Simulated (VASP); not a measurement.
# Co (Fd-3m) in VASP: further runs

Runs on Co. Level: RPBE. Tasks: single point.

All numbers are computed with VASP 6.6.1; they aren't measurements. Logs are shortened: lines on timing, memory, paths and dates and some standing lists are left out, and cuts for length are marked.

**1. The cell of the first run**

It takes space group Fd-3m (No. 227, cubic). The conventional cell has a = 5.207 Å, b = 5.207 Å, c = 5.207 Å, α = 90.00°, β = 90.00°, γ = 90.00°. Co (site symmetry -43m) has 4 Co at 2.25 Å within 3.0 Å.

This isn't the form of Co at room conditions, which is hcp.

**2. Single point, RPBE, collinear spin, ferromagnetic start (17.64 Å³/atom)**

Input file INCAR:

```
SYSTEM = Co
  PREC = Accurate
  ENCUT = 520
  EDIFF = 1E-6
  ISMEAR = -1
  SIGMA = 0.05
  LREAL = .FALSE.
  LASPH = .TRUE.
  NELM = 150
  ALGO = Normal
  ISIF = 2
  LWAVE = .FALSE.
  LCHARG = .FALSE.
  ISPIN = 2
  MAGMOM = -1.79 -1.79
  LORBIT = 11
  LMAXMIX = 4
  GGA = RP
  NBANDS = 20
```

Input file KPOINTS:

```
Automatic mesh
0
G
  12 12 12
  0 0 0
```

Input file POSCAR:

```
Co
1.0
    0.0000000000      2.6033548986      2.6033548986
    2.6033548986      0.0000000000      2.6033548986
    2.6033548986      2.6033548986      0.0000000000
Co
2
Direct
    0.1250000000      0.1250000000      0.1250000000
    0.8750000000      0.8750000000      0.8750000000
```

Potentials or basis: VASP PAW PBE potentials, release 64 (Co).

Started as:

```bash
$ cat potpaw_PBE.64/Co/POTCAR > POTCAR
$ mpirun -np 1 vasp_std > vasp.out
```

OUTCAR:

```text
SYSTEM = Co
   PREC = Accurate
   ENCUT = 520
   EDIFF = 1E-6
   ISMEAR = -1
   LREAL = .FALSE.
   LASPH = .TRUE.
   NELM = 150
   ISIF = 2
   ISPIN = 2
   LORBIT = 11
   GGA = RP

 ion  position               nearest neighbor table
   1  0.125  0.125  0.125-   2 2.25   2 2.25   2 2.25   2 2.25
   2  0.875  0.875  0.875-   1 2.25   1 2.25   1 2.25   1 2.25

  LATTYP: Found a face centered cubic cell.
 ALAT       =     5.2067097972

  Lattice vectors:

 A1 = (   0.0000000000,   2.6033548986,   2.6033548986)
 A2 = (   2.6033548986,   0.0000000000,   2.6033548986)
 A3 = (   2.6033548986,   2.6033548986,   0.0000000000)

Analysis of symmetry for initial positions (statically):
=====================================================================
 Subroutine PRICEL returns:
 Original cell was already a primitive cell.

 Routine SETGRP: Setting up the symmetry group for a
 face centered cubic supercell.

 Subroutine GETGRP returns: Found 48 space group operations
 (whereof 12 operations were pure point group operations)
 out of a pool of 48 trial point group operations.

The static configuration has the point symmetry D_3d.
 The point group associated with its full space group is O_h .

Analysis of symmetry for dynamics (positions and initial velocities):
=====================================================================
 Subroutine PRICEL returns:
 Original cell was already a primitive cell.

 Routine SETGRP: Setting up the symmetry group for a
 face centered cubic supercell.

 Subroutine GETGRP returns: Found 48 space group operations
 (whereof 12 operations were pure point group operations)
 out of a pool of 48 trial point group operations.

The dynamic configuration has the point symmetry D_3d.
 The point group associated with its full space group is O_h .

Analysis of structural, dynamic, and magnetic symmetry:
=====================================================================
 Subroutine PRICEL returns:
 Original cell was already a primitive cell.

 Routine SETGRP: Setting up the symmetry group for a
 face centered cubic supercell.

 Subroutine GETGRP returns: Found 48 space group operations
 (whereof 12 operations were pure point group operations)
 out of a pool of 48 trial point group operations.

The overall configuration has the point symmetry D_3d.
 The point group associated with its full space group is O_h .

 Subroutine INISYM returns: Found 48 space group operations
 (whereof 12 operations are pure point group operations),
 and found     1 'primitive' translations

----------------------------------------------------------------------------------------

                                     Primitive cell

  volume of cell :      35.2883

  direct lattice vectors                    reciprocal lattice vectors
     0.000000000  2.603354899  2.603354899    -0.192059869  0.192059869  0.192059869
     2.603354899  0.000000000  2.603354899     0.192059869 -0.192059869  0.192059869
     2.603354899  2.603354899  0.000000000     0.192059869  0.192059869 -0.192059869

  length of vectors
     3.681699805  3.681699805  3.681699805     0.332657451  0.332657451  0.332657451

  position of ions in fractional coordinates (direct lattice)
     0.125000000  0.125000000  0.125000000
     0.875000000  0.875000000  0.875000000

  ion indices of the primitive-cell ions
   primitive index   ion index
                 1           1
                 2           2

----------------------------------------------------------------------------------------

 KPOINTS: Automatic mesh

Automatic generation of k-mesh.
 Grid dimensions read from file:
 generate k-points for:   12   12   12

 Generating k-lattice:

  Cartesian coordinates                     Fractional coordinates (reciprocal lattice)
    -0.016004989  0.016004989  0.016004989     0.083333333  0.000000000  0.000000000
     0.016004989 -0.016004989  0.016004989     0.000000000  0.083333333  0.000000000
     0.016004989  0.016004989 -0.016004989     0.000000000  0.000000000  0.083333333

  Length of vectors
     0.027721454  0.027721454  0.027721454

  Shift w.r.t. Gamma in fractional coordinates (k-lattice)
     0.000000000  0.000000000  0.000000000

 Subroutine IBZKPT returns following result:
 ===========================================

 Found     72 irreducible k-points:

 Following reciprocal coordinates:
            Coordinates               Weight
  0.000000  0.000000  0.000000      1.000000
  0.083333  0.000000  0.000000      8.000000
  0.166667  0.000000  0.000000      8.000000
  0.250000  0.000000  0.000000      8.000000
  0.333333  0.000000  0.000000      8.000000
  0.416667  0.000000  0.000000      8.000000
[... 16 lines left out ...]
  0.500000  0.166667  0.000000     24.000000
 -0.416667  0.166667  0.000000     24.000000
 [... further k-points ...]
   k-points           NKPTS =     72   k-points in BZ     NKDIM =     72   number of bands    NBANDS=     20
   number of dos      NEDOS =    301   number of ions     NIONS =      2
   total plane-waves  NPLWV =  21952
   dimension x,y,z NGX =    28 NGY =   28 NGZ =   28
   dimension x,y,z NGXF=    56 NGYF=   56 NGZF=   56
   ions per type =               2
   NGX,Y,Z   is equivalent  to a cutoff of  12.64, 12.64, 12.64 a.u.
   NGXF,Y,Z  is equivalent  to a cutoff of  25.29, 25.29, 25.29 a.u.
 SYSTEM =  Co
   PREC   = accura    normal or accurate (medium, high low for compatibility)
   ISTART =      0    job   : 0-new  1-cont  2-samecut
   ICHARG =      2    charge: 1-file 2-atom 10-const
   ISPIN  =      2    spin polarized calculation?
   LNONCOLLINEAR =      F non collinear calculations
   LSORBIT =      F    spin-orbit coupling
   LASPH  =      T    aspherical Exc in radial PAW
   ENCUT  =  520.0 eV  38.22 Ry    6.18 a.u.   6.85  6.85  6.85*2*pi/ulx,y,z
   NELM   =    150;   NELMIN=  2; NELMDL= -5     # of ELM steps
   EDIFF  = 0.1E-05   stopping-criterion for ELM
   LREAL  =      F    real-space projection
   EDIFFG = 0.1E-04   stopping-criterion for IOM
   NSW    =      0    number of steps for IOM
   IBRION =     -1    ionic relax: 0-MD 1-quasi-New 2-CG
   NFREE  =      0    steps in history (QN), initial steepest desc. (CG)
   ISIF   =      2    stress and relaxation
   ISYM   =      2    0-nonsym 1-usesym 2-fastsym
   POTIM  = 0.5000    time-step for ionic-motion
   TEBEG  =    0.0;   TEEND  =   0.0 temperature during run
   PSTRESS=    0.0 pullay stress
   NELECT =      18.0000    total number of electrons
   NUPDOWN=      -1.0000    fix difference up-down
   EMIN   =  10.00;   EMAX   =-10.00  energy-range for DOS
   EFERMI =   0.00;   METHOD = LEGACY
   ISMEAR =    -1;   SIGMA  =   0.05  broadening in eV -4-tet -1-fermi 0-gaus
   EFERMI_NEDOS =   21; number of points for ismear=-14 and -15
   IALGO  =     38    algorithm
   IMIX   =      4    mixing-type and parameters
     AMIX     =   0.40;   BMIX     =  1.00
     AMIX_MAG =   1.60;   BMIX_MAG =  1.00
  volume/ion in A,a.u.               =      17.64       119.07
  Fermi-wavevector in a.u.,A,eV,Ry     =   1.308044  2.471844 23.279277  1.710979
  Thomas-Fermi vector in A             =   2.438737
   LORBIT       =     11    0 simple, 1 ext, 2 COOP (PROOUT), +10 PAW based schemes
   GGA     = RP    functional components
   LHFCALC =     F    Hartree Fock is set to
   AEXX    =    0.0000 exact exchange contribution
   IVDW    =     0    specifies the selected vdW correction
   LEPSILON=     F    determine dielectric tensor
   LRPA    =     F    only Hartree local field effects (RPA)
 spin polarized calculation
  energy-cutoff  :      520.00
  volume of cell :       35.29
 maximum number of plane-waves:       963
   NGX = 13   NGY = 13   NGZ = 13

 number of electron      18.0000004 magnetization      -3.5157820

 Free energy of the ion-electron system (eV)
  ---------------------------------------------------
  ext. energy  EPLUGINS =         0.00000000
  ---------------------------------------------------
  free energy    TOTEN  =       -10.58687010 eV

  energy without entropy =      -10.57040180  energy(sigma->0) =      -10.57863595

 E-fermi :   4.7788     XC(G=0): -10.3568

 val. band max:        4.7712571362   @ k =  -0.0833   0.0833   0.0000
 cond. band min:       4.7846568498   @ k =  -0.4167   0.3333   0.0000
 fundamental gap:      0.0133997136
 Fermi energy:         4.7787535656

 spin component 1

 k-point     1 :       0.0000    0.0000    0.0000
  band No.  band energies     occupation
      1      -1.3051      1.00000
      2       3.2090      1.00000
      3       3.2090      1.00000
      4       3.2090      1.00000
      5       3.2927      1.00000
      6       3.2927      1.00000
[... 12 lines left out ...]
     19      19.0255      0.00000
     20      21.0749      0.00000
[... 507 lines left out ...]
 k-point    24 :      -0.4167    0.1667    0.0000
  band No.  band energies     occupation
      1       1.9843      1.00000
      2       2.7660      1.00000
      3       3.1243      1.00000
      4       3.2276      1.00000
      5       3.4785      1.00000
      6       3.7505      1.00000
[... 12 lines left out ...]
     19      23.2555      0.00000
     20      23.5846      0.00000

 [... further k-points ...]

 spin component 2

 k-point     1 :       0.0000    0.0000    0.0000
  band No.  band energies     occupation
      1      -1.3284      1.00000
      2       1.5238      1.00000
      3       1.5238      1.00000
      4       1.7106      1.00000
      5       1.7106      1.00000
      6       1.7106      1.00000
[... 12 lines left out ...]
     19      19.0957      0.00000
     20      21.1693      0.00000
[... 507 lines left out ...]
 k-point    24 :      -0.4167    0.1667    0.0000
  band No.  band energies     occupation
      1       1.2538      1.00000
      2       1.5119      1.00000
      3       1.5154      1.00000
      4       1.6709      1.00000
      5       1.9952      1.00000
      6       2.0528      1.00000
[... 12 lines left out ...]
     19      23.0652      0.00000
     20      23.4411      0.00000

 [... further k-points ...]

------------------------ aborting loop because EDIFF is reached ----------------------------------------

  FORCE on cell =-STRESS in cart. coord.  units (eV):
  Direction    XX          YY          ZZ          XY          YZ          ZX
  --------------------------------------------------------------------------------------
  -------------------------------------------------------------------------------------
  Total       -0.8019398     -0.8019398     -0.8019398      0.0000000      0.0000000      0.0000000
  in kB      -36.4101306    -36.4101306    -36.4101306      0.0000000      0.0000000      0.0000000
  external PRESSURE =     -36.4101306 kB  Pullay stress =       0.0000000 kB

 VOLUME and BASIS-vectors are now :
 -----------------------------------------------------------------------------
  energy-cutoff  :      520.00
  volume of cell :       35.29
      direct lattice vectors                 reciprocal lattice vectors
     0.000000000  2.603354899  2.603354899    -0.192059869  0.192059869  0.192059869
     2.603354899  0.000000000  2.603354899     0.192059869 -0.192059869  0.192059869
     2.603354899  2.603354899  0.000000000     0.192059869  0.192059869 -0.192059869

 POSITION                                       TOTAL-FORCE (eV/Angst)
 -----------------------------------------------------------------------------------
      0.65084      0.65084      0.65084         0.000000      0.000000      0.000000
      4.55587      4.55587      4.55587        -0.000000     -0.000000     -0.000000
 -----------------------------------------------------------------------------------
    total drift:                                0.000000      0.000000     -0.000000

  FREE ENERGIE OF THE ION-ELECTRON SYSTEM (eV)
  ---------------------------------------------------
  free  energy   TOTEN  =       -10.5868701031 eV

  energy  without entropy=      -10.5704017967  energy(sigma->0) =      -10.57863595

 total charge

# of ion       s       p       d       tot
------------------------------------------
    1        0.510   0.310   7.275   8.094
    2        0.510   0.310   7.275   8.094
--------------------------------------------------
tot          1.020   0.620  14.549  16.189

 magnetization (x)

# of ion       s       p       d       tot
------------------------------------------
    1        0.031   0.021  -1.823  -1.771
    2        0.031   0.021  -1.823  -1.771
--------------------------------------------------
tot          0.062   0.043  -3.646  -3.542
```

Run time: 47 s. Hardware: 1 thread of Intel Xeon 6975P-C (Granite Rapids), shared host; peak memory 0.22 GiB.

What came out:

* Free energy: -10.5869 eV
* Pressure: -3.6 GPa
* Net moment: -3.52 μB per cell
* Site moments: Co -1.77 μB
* Valence electrons inside the program's atomic spheres: Co 8.09

Levels at points of the mesh, in eV from the Fermi level:
Spin up:
| k point | band 4 | band 5 | band 6 | band 7 | band 8 | band 9 | band 10 | band 11 |
| --- | --- | --- | --- | --- | --- | --- | --- | --- |
| (0.00, 0.00, 0.00) | -1.57 | -1.49 | -1.49 | 0.04 | 0.04 | 0.04 | 1.32 | 1.32 |
| (0.50, 0.00, 0.00) | -1.51 | -1.42 | -1.42 | -1.11 | 0.53 | 0.53 | 1.05 | 1.05 |
| (0.50, 0.50, 0.00) | -1.44 | -1.38 | -1.38 | -0.03 | -0.03 | 1.17 | 1.17 | 2.25 |
Spin down:
```csv
k point,band 9,band 10,band 11,band 12,band 13,band 14
"(0.00, 0.00, 0.00)",-1.66,-0.87,-0.87,11.44,11.44,11.44
"(0.50, 0.00, 0.00)",-1.22,-0.89,-0.89,0.44,8.35,8.35
"(0.50, 0.50, 0.00)",-0.74,-0.74,1.01,1.01,4.43,4.43
```

Caveat: the cell stands under tension; the PAW data sets were made with another functional, which shifts forces and pressure a little.

**3. Single point, RPBE, collinear spin, ferromagnetic start (18.32 Å³/atom)**

This run uses another cell than the first one, of 18.32 Å³/atom.

Input file INCAR:

```
PREC     = Accurate       # precision mode
ENCUT    = 520            # plane-wave cutoff, eV
EDIFF    = 1E-6           # SCF threshold, eV
ISMEAR   = -1             # smearing method
SIGMA    = 0.05           # smearing width, eV
LREAL    = F              # projectors in reciprocal space
LASPH    = T              # aspherical terms in the spheres
NELM     = 150            # most SCF steps
ALGO     = Normal         # electronic algorithm
ISIF     = 2              # what is computed and relaxed
LWAVE    = F              # write WAVECAR
LCHARG   = F              # write CHGCAR
ISPIN    = 2              # spin polarisation
MAGMOM   = -1.79 -1.79    # initial moments
LORBIT   = 11             # projections on sites
LMAXMIX  = 4              # l up to which the mixer works
GGA      = RP             # functional
NBANDS   = 20             # bands
```

Input file KPOINTS:

```
regular mesh
0
Gamma
  12 12 12
```

Input file POSCAR:

```
Co
1.0
    0.0000000000      2.6363122567      2.6363122567
    2.6363122567      0.0000000000      2.6363122567
    2.6363122567      2.6363122567      0.0000000000
Co
2
Direct
    0.1250000000      0.1250000000      0.1250000000
    0.8750000000      0.8750000000      0.8750000000
```

Potentials or basis: VASP PAW PBE potentials, release 64 (Co).

Started as:

```bash
$ cat potpaw_PBE.64/Co/POTCAR > POTCAR
$ mpirun -np 1 vasp_std > vasp.out
```

It took 46 s on 1 thread of Intel Xeon 6975P-C (Granite Rapids), shared host; peak memory 0.22 GiB.

It converged, with:

```yaml
Free_energy: -10.5453 eV
Pressure: -6.1 GPa
Net_moment: -3.54 μB per cell
Site_moments: Co -1.79 μB
Valence_electrons_inside_the_program's_atomic_spheres: Co 8.05
```

Levels at points of the mesh, in eV from the Fermi level:
Spin up:
```csv
k point,band 4,band 5,band 6,band 7,band 8,band 9,band 10,band 11
"(0.00, 0.00, 0.00)",-1.50,-1.40,-1.40,0.04,0.04,0.04,1.26,1.26
"(0.50, 0.00, 0.00)",-1.44,-1.34,-1.34,-1.08,0.51,0.51,1.00,1.00
"(0.50, 0.50, 0.00)",-1.38,-1.37,-1.37,-0.02,-0.02,1.12,1.12,2.16
```
Spin down:
| k point | band 8 | band 9 | band 10 | band 11 | band 12 | band 13 | band 14 | band 15 |
| --- | --- | --- | --- | --- | --- | --- | --- | --- |
| (0.00, 0.00, 0.00) | -1.68 | -1.68 | -0.94 | -0.94 | 11.07 | 11.07 | 11.07 | 11.60 |
| (0.50, 0.00, 0.00) | -1.50 | -1.16 | -0.95 | -0.95 | 0.33 | 8.09 | 8.09 | 11.62 |
| (0.50, 0.50, 0.00) | -2.02 | -0.82 | -0.82 | 0.91 | 0.91 | 4.33 | 4.33 | 8.81 |

Caveat: the cell stands under tension; the PAW data sets were made with another functional, which shifts forces and pressure a little.

[end of part 1 of 2]
